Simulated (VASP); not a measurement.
# BN (F-43m) in VASP: single point with PBE

Aim: the single point of BN with PBE.

Program: VASP 6.6.1. These are calculated values, not measurements. Logs are shortened: lines on timing, memory, paths and dates and some standing lists are left out, and cuts for length are marked.

### Step 1. The cell of the first run

The structure is cubic, space group F-43m (No. 216). The conventional cell has a = 3.615 Å, b = 3.615 Å, c = 3.615 Å, α = 90.00°, β = 90.00°, γ = 90.00°. B (site symmetry -43m) has 4 N at 1.57 Å within 2.1 Å. Within 2.1 Å of N (site symmetry -43m) lie 4 B at 1.57 Å.

### Step 2. Single point, PBE

File INCAR:

```
ALGO = Normal
EDIFF = 1E-6
ENCUT = 600
GGA = PE
GGA_COMPAT = F
ISIF = 2
ISMEAR = 0
LASPH = T
LCHARG = F
LREAL = F
LWAVE = F
NBANDS = 46
NELM = 120
PREC = Accurate
SIGMA = 0.02
```

File KPOINTS:

```
k-points
0
Gamma
  2 2 2
```

File POSCAR:

```
BN
1.0
    0.0000000000      3.6150000000      3.6150000000
    3.6150000000      0.0000000000      3.6150000000
    3.6150000000      3.6150000000      0.0000000000
B N
8 8
Direct
    0.0000000000      0.0000000000      0.0000000000
    0.0000000000      0.0000000000      0.5000000000
    0.0000000000      0.5000000000      0.0000000000
    0.0000000000      0.5000000000      0.5000000000
    0.5000000000      0.0000000000      0.0000000000
    0.5000000000      0.0000000000      0.5000000000
    0.5000000000      0.5000000000      0.0000000000
    0.5000000000      0.5000000000      0.5000000000
    0.1250000000      0.1250000000      0.1250000000
    0.1250000000      0.1250000000      0.6250000000
    0.1250000000      0.6250000000      0.1250000000
    0.1250000000      0.6250000000      0.6250000000
    0.6250000000      0.1250000000      0.1250000000
    0.6250000000      0.1250000000      0.6250000000
    0.6250000000      0.6250000000      0.1250000000
    0.6250000000      0.6250000000      0.6250000000
```

Potentials or basis: VASP PAW PBE potentials, release 64 (B, N).

Run with:

```
cat potpaw_PBE.64/B/POTCAR potpaw_PBE.64/N/POTCAR > POTCAR
mpirun -np 1 vasp_std > vasp.out
```

OUTCAR:

```text
EDIFF = 1E-6
   ENCUT = 600
   GGA = PE
   ISIF = 2
   ISMEAR = 0
   LASPH = T
   LREAL = F
   NELM = 120
   PREC = Accurate

 ion  position               nearest neighbor table
   1  0.000  0.000  0.000-   9 1.57  10 1.57  11 1.57  13 1.57
   2  0.000  0.000  0.500-   9 1.57  10 1.57  12 1.57  14 1.57
   3  0.000  0.500  0.000-   9 1.57  11 1.57  12 1.57  15 1.57
   4  0.000  0.500  0.500-  10 1.57  11 1.57  12 1.57  16 1.57
   5  0.500  0.000  0.000-   9 1.57  13 1.57  14 1.57  15 1.57
   6  0.500  0.000  0.500-  10 1.57  13 1.57  14 1.57  16 1.57
[... 8 lines left out ...]
  15  0.625  0.625  0.125-   3 1.57   5 1.57   7 1.57   8 1.57
  16  0.625  0.625  0.625-   4 1.57   6 1.57   7 1.57   8 1.57

  LATTYP: Found a face centered cubic cell.
 ALAT       =     7.2300000000

  Lattice vectors:

 A1 = (   0.0000000000,   3.6150000000,   3.6150000000)
 A2 = (   3.6150000000,   0.0000000000,   3.6150000000)
 A3 = (   3.6150000000,   3.6150000000,   0.0000000000)

Analysis of symmetry for initial positions (statically):
=====================================================================
 Subroutine PRICEL returns following result:

  LATTYP: Found a face centered cubic cell.
 ALAT       =     3.6150000000

  Lattice vectors:

 A1 = (   0.0000000000,   1.8075000000,   1.8075000000)
 A2 = (   1.8075000000,   0.0000000000,   1.8075000000)
 A3 = (   1.8075000000,   1.8075000000,   0.0000000000)

   8 primitive cells build up your supercell.

 Routine SETGRP: Setting up the symmetry group for a
 face centered cubic supercell.

 Subroutine GETGRP returns: Found 24 space group operations
 (whereof 24 operations were pure point group operations)
 out of a pool of 48 trial point group operations.

The static configuration has the point symmetry T_d .

Analysis of symmetry for dynamics (positions and initial velocities):
=====================================================================
 Subroutine PRICEL returns following result:

  LATTYP: Found a face centered cubic cell.
 ALAT       =     3.6150000000

  Lattice vectors:

 A1 = (   0.0000000000,   1.8075000000,   1.8075000000)
 A2 = (   1.8075000000,   0.0000000000,   1.8075000000)
 A3 = (   1.8075000000,   1.8075000000,   0.0000000000)

   8 primitive cells build up your supercell.

 Routine SETGRP: Setting up the symmetry group for a
 face centered cubic supercell.

 Subroutine GETGRP returns: Found 24 space group operations
 (whereof 24 operations were pure point group operations)
 out of a pool of 48 trial point group operations.

The dynamic configuration has the point symmetry T_d .

 Subroutine INISYM returns: Found 24 space group operations
 (whereof 24 operations are pure point group operations),
 and found     8 'primitive' translations

----------------------------------------------------------------------------------------

                                     Primitive cell

  volume of cell :      11.8104

  direct lattice vectors                    reciprocal lattice vectors
     0.000000000  1.807500000  1.807500000    -0.276625173  0.276625173  0.276625173
     1.807500000  0.000000000  1.807500000     0.276625173 -0.276625173  0.276625173
     1.807500000  1.807500000  0.000000000     0.276625173  0.276625173 -0.276625173

  length of vectors
     2.556191014  2.556191014  2.556191014     0.479128854  0.479128854  0.479128854

  position of ions in fractional coordinates (direct lattice)
     0.000000000  0.000000000  0.000000000
     0.250000000  0.250000000  0.250000000

  ion indices of the primitive-cell ions
   primitive index   ion index
                 1           1
                 2           9

----------------------------------------------------------------------------------------

 KPOINTS: k-points

Automatic generation of k-mesh.
 Grid dimensions read from file:
 generate k-points for:    2    2    2

 Generating k-lattice:

  Cartesian coordinates                     Fractional coordinates (reciprocal lattice)
    -0.069156293  0.069156293  0.069156293     0.500000000  0.000000000  0.000000000
     0.069156293 -0.069156293  0.069156293     0.000000000  0.500000000  0.000000000
     0.069156293  0.069156293 -0.069156293     0.000000000  0.000000000  0.500000000

  Length of vectors
     0.119782214  0.119782214  0.119782214

  Shift w.r.t. Gamma in fractional coordinates (k-lattice)
     0.000000000  0.000000000  0.000000000

 Subroutine IBZKPT returns following result:
 ===========================================

 Found      3 irreducible k-points:

 Following reciprocal coordinates:
            Coordinates               Weight
  0.000000  0.000000  0.000000      1.000000
  0.500000  0.000000  0.000000      4.000000
  0.500000  0.500000  0.000000      3.000000
   k-points           NKPTS =      3   k-points in BZ     NKDIM =      3   number of bands    NBANDS=     46
   number of dos      NEDOS =    301   number of ions     NIONS =     16
   total plane-waves  NPLWV =  74088
   dimension x,y,z NGX =    42 NGY =   42 NGZ =   42
   dimension x,y,z NGXF=    84 NGYF=   84 NGZF=   84
   ions per type =               8   8
   NGX,Y,Z   is equivalent  to a cutoff of  13.66, 13.66, 13.66 a.u.
   NGXF,Y,Z  is equivalent  to a cutoff of  27.32, 27.32, 27.32 a.u.
 SYSTEM =  unknown system
   PREC   = accura    normal or accurate (medium, high low for compatibility)
   ISTART =      0    job   : 0-new  1-cont  2-samecut
   ICHARG =      2    charge: 1-file 2-atom 10-const
   ISPIN  =      1    spin polarized calculation?
   LNONCOLLINEAR =      F non collinear calculations
   LSORBIT =      F    spin-orbit coupling
   LASPH  =      T    aspherical Exc in radial PAW
   ENCUT  =  600.0 eV  44.10 Ry    6.64 a.u.  10.21 10.21 10.21*2*pi/ulx,y,z
   NELM   =    120;   NELMIN=  2; NELMDL= -5     # of ELM steps
   EDIFF  = 0.1E-05   stopping-criterion for ELM
   LREAL  =      F    real-space projection
[... 7 lines left out ...]
   TEBEG  =    0.0;   TEEND  =   0.0 temperature during run
   PSTRESS=    0.0 pullay stress
   NELECT =      64.0000    total number of electrons
   NUPDOWN=      -1.0000    fix difference up-down
   EMIN   =  10.00;   EMAX   =-10.00  energy-range for DOS
   EFERMI =   0.00;   METHOD = LEGACY
   ISMEAR =     0;   SIGMA  =   0.02  broadening in eV -4-tet -1-fermi 0-gaus
   EFERMI_NEDOS =   21; number of points for ismear=-14 and -15
   IALGO  =     38    algorithm
   IMIX   =      4    mixing-type and parameters
     AMIX     =   0.40;   BMIX     =  1.00
     AMIX_MAG =   1.60;   BMIX_MAG =  1.00
  volume/ion in A,a.u.               =       5.91        39.85
  Fermi-wavevector in a.u.,A,eV,Ry     =   1.437749  2.716952 28.124920  2.067123
  Thomas-Fermi vector in A             =   2.556793
   LORBIT       =      0    0 simple, 1 ext, 2 COOP (PROOUT), +10 PAW based schemes
   GGA     = PE    functional components
   LHFCALC =     F    Hartree Fock is set to
   AEXX    =    0.0000 exact exchange contribution
   IVDW    =     0    specifies the selected vdW correction
   LEPSILON=     F    determine dielectric tensor
   LRPA    =     F    only Hartree local field effects (RPA)
 non-spin polarized calculation
 Gauss-broadening in eV      SIGMA  =   0.02
  energy-cutoff  :      600.00
  volume of cell :       94.48
 maximum number of plane-waves:      3143
 NGX is ok and might be reduce to    42
   NGX = 21   NGY = 21   NGZ = 21

 number of electron      63.9999990 magnetization

 Free energy of the ion-electron system (eV)
  ---------------------------------------------------
  ext. energy  EPLUGINS =         0.00000000
  ---------------------------------------------------
  free energy    TOTEN  =      -139.03096623 eV

  energy without entropy =     -139.03096623  energy(sigma->0) =     -139.03096623

 E-fermi :   7.5520     XC(G=0): -12.8126

 val. band max:        7.4376741260   @ k =   0.0000   0.0000   0.0000
 cond. band min:      11.8730506832   @ k =   0.0000   0.0000   0.0000
 fundamental gap:      4.4353765572
 Fermi energy:         7.5519866206

 k-point     1 :       0.0000    0.0000    0.0000
  band No.  band energies     occupation
      1     -12.8074      2.00000
      2      -8.5844      2.00000
      3      -8.5844      2.00000
      4      -8.5844      2.00000
      5      -8.5844      2.00000
      6      -7.2158      2.00000
[... 36 lines left out ...]
     43      17.5659      0.00000
     44      17.5659      0.00000

 k-point     2 :       0.5000    0.0000    0.0000
  band No.  band energies     occupation
      1     -11.3275      2.00000
      2     -11.3275      2.00000
      3      -8.1429      2.00000
      4      -8.1429      2.00000
      5      -8.1429      2.00000
      6      -8.1429      2.00000
[... 36 lines left out ...]
     43      17.7527      0.00000
     44      17.7527      0.00000

 k-point     3 :       0.5000    0.5000    0.0000
  band No.  band energies     occupation
      1     -10.8422      2.00000
      2     -10.8422      2.00000
      3      -9.1445      2.00000
      4      -9.1445      2.00000
      5      -9.1445      2.00000
      6      -9.1445      2.00000
[... 36 lines left out ...]
     43      19.5834      0.00000
     44      19.5835      0.00000
 [bands above 44 left out]

------------------------ aborting loop because EDIFF is reached ----------------------------------------

  FORCE on cell =-STRESS in cart. coord.  units (eV):
  Direction    XX          YY          ZZ          XY          YZ          ZX
  --------------------------------------------------------------------------------------
  -------------------------------------------------------------------------------------
  Total        2.1803666      2.1803666      2.1803666      0.0000000     -0.0000000     -0.0000000
  in kB       36.9730435     36.9730435     36.9730435      0.0000000     -0.0000000     -0.0000000
  external PRESSURE =      36.9730435 kB  Pullay stress =       0.0000000 kB

 VOLUME and BASIS-vectors are now :
 -----------------------------------------------------------------------------
  energy-cutoff  :      600.00
  volume of cell :       94.48
      direct lattice vectors                 reciprocal lattice vectors
     0.000000000  3.615000000  3.615000000    -0.138312586  0.138312586  0.138312586
     3.615000000  0.000000000  3.615000000     0.138312586 -0.138312586  0.138312586
     3.615000000  3.615000000  0.000000000     0.138312586  0.138312586 -0.138312586

 POSITION                                       TOTAL-FORCE (eV/Angst)
 -----------------------------------------------------------------------------------
      0.00000      0.00000      0.00000         0.000000      0.000000     -0.000000
      1.80750      1.80750      0.00000         0.000000      0.000000     -0.000000
      1.80750      0.00000      1.80750        -0.000000      0.000000      0.000000
      3.61500      1.80750      1.80750         0.000000      0.000000     -0.000000
      0.00000      1.80750      1.80750         0.000000      0.000000      0.000000
      1.80750      3.61500      1.80750         0.000000     -0.000000     -0.000000
[... 8 lines left out ...]
      2.71125      2.71125      4.51875        -0.000000     -0.000000      0.000000
      4.51875      4.51875      4.51875        -0.000000     -0.000000      0.000000
 -----------------------------------------------------------------------------------
    total drift:                               -0.000002     -0.000002     -0.000001

  FREE ENERGIE OF THE ION-ELECTRON SYSTEM (eV)
  ---------------------------------------------------
  free  energy   TOTEN  =      -139.0309662314 eV

  energy  without entropy=     -139.0309662314  energy(sigma->0) =     -139.03096623
```

Run time: 23 s. Hardware: 1 thread of AMD EPYC 7R43 (Zen 3), shared host; peak memory 0.2 GiB.

Results:

```
Free energy            : -139.0310 eV
Pressure               : 3.7 GPa
Band gap on the k mesh : 4.44 eV
```

Levels at points of the mesh, in eV from the valence-band top:
```csv
k point,band 29,band 30,band 31,band 32,band 33,band 34,band 35,band 36
"(0.00, 0.00, 0.00)",-1.95,0.00,0.00,0.00,4.44,4.44,4.44,8.79
"(0.50, 0.00, 0.00)",-1.13,-1.13,-1.13,-1.13,7.52,7.52,7.52,7.52
"(0.50, 0.50, 0.00)",-2.10,-2.10,-2.10,-2.10,6.77,6.77,9.59,9.59
```

Caveat: the k points lie up to 0.75 Å⁻¹ apart. A hybrid or GW would open this gap; PBE tends to underestimate it.
